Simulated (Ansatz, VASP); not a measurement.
## KCl in VASP and in Ansatz

The input INCAR:

```
ALGO     = Normal         # electronic algorithm
EDIFF    = 1E-6           # SCF threshold, eV
ENCUT    = 500            # plane-wave cutoff, eV
GGA      = PS             # functional
GGA_COMPAT= F            
ISIF     = 2              # what is computed and relaxed
ISMEAR   = 0              # smearing method
LASPH    = T              # aspherical terms in the spheres
LCHARG   = T              # write CHGCAR
LELF     = T              # ELF
LREAL    = F              # projectors in reciprocal space
LVHAR    = T            
LWAVE    = F              # write WAVECAR
NBANDS   = 15             # bands
NELM     = 120            # most SCF steps
PREC     = Accurate       # precision mode
SIGMA    = 0.02           # smearing width, eV
```

The input KPOINTS:

```
k-points
0
Gamma
  6 6 6
```

Contents of POSCAR:

```
KCl
1.0
    0.0000000000      3.1217966421      3.1217966421
    3.1217966421      0.0000000000      3.1217966421
    3.1217966421      3.1217966421      0.0000000000
K Cl
1 1
Direct
    0.0000000000      0.0000000000      0.0000000000
    0.5000000000      0.5000000000      0.5000000000
```

Input for Ansatz:

```yaml
crystal:
  lattice:
    - [0.0, 3.1217966421, 3.1217966421]
    - [3.1217966421, 0.0, 3.1217966421]
    - [3.1217966421, 3.1217966421, 0.0]
  atoms:
    - { symbol: K, position: [0.0, 0.0, 0.0] }
    - { symbol: Cl, position: [0.5, 0.5, 0.5] }
basis: {}
kpoints:
  mp_grid: { grid: [6, 6, 6] }
hamiltonian:
  xc: pbesol
  pseudopotentials: { kind: all_electron, lapw: {} }
scf:
  occupations: { method: gaussian, width: 0.02 }
output:
  forces: true
  stress: true
  eigenvalues: true
```

Alike in both runs: task single point; functional PBEsol; k mesh 6 × 6 × 6; occupations gaussian, width 0.02 eV; no spin polarisation.

|  | VASP | Ansatz |
| --- | --- | --- |
| version | VASP 6.6.1 | Ansatz 0.2.0 |
| potentials or method | VASP PAW PBE potentials, release 64 (K_sv, Cl), cutoff 500 eV | scalar-relativistic, all-electron LAPW |

```csv
,VASP,Ansatz,Ansatz less VASP
gap on the k mesh at the Fermi level (eV),5.10,5.10,+0.004
least direct gap on the mesh (eV),5.10,5.10,+0.004
pressure (GPa),0.0,0.0,-0.04
```

VASP's potentials were made for PBE, not for PBEsol. Ansatz ran all-electron here, and VASP with PAW potentials.
